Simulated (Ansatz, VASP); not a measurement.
# One calculation of PtSe2, two programs

```
CELL_PARAMETERS angstrom
3.70704 0.00000 0.00000
-1.85352 3.21039 0.00000
0.00000 0.00000 22.79816
ATOMIC_POSITIONS crystal
Se 0.66667 0.33333 0.19738
Se 0.33333 0.66667 0.31358
Se 0.83333 0.00000 0.47412
Se 0.50000 0.33333 0.59032
Pt 0.00000 0.00000 0.25548
Pt 0.16667 0.66667 0.53222
```

Alike in both runs: task single point; functional PBE; dispersion D3(BJ); k mesh 9 × 9 × 1; occupations gaussian, width 0.05 eV; no spin polarisation.

|  | VASP | Ansatz |
| --- | --- | --- |
| version | VASP 6.6.1 | Ansatz 0.2.0 |
| potentials or method | VASP PAW PBE potentials, release 64 (Se, Pt), cutoff 520 eV | scalar-relativistic, plane waves, PAW |
| valence electrons in the cell | 44 | 100 |

Ansatz gave:

- gap on the k mesh at the Fermi level (eV): 1.07
- least direct gap on the mesh (eV): 1.24
- rms of the force components (eV/Å): 0.034

Task: Which values does VASP return?

Result: gap on the k mesh at the Fermi level (eV): 1.06; least direct gap on the mesh (eV): 1.23; rms of the force components (eV/Å): 0.033.

VASP's potentials hold 44 valence electrons a cell and Ansatz's 100, so a difference there can come from the potentials and not from the codes.

Neither program's run includes spin-orbit coupling.
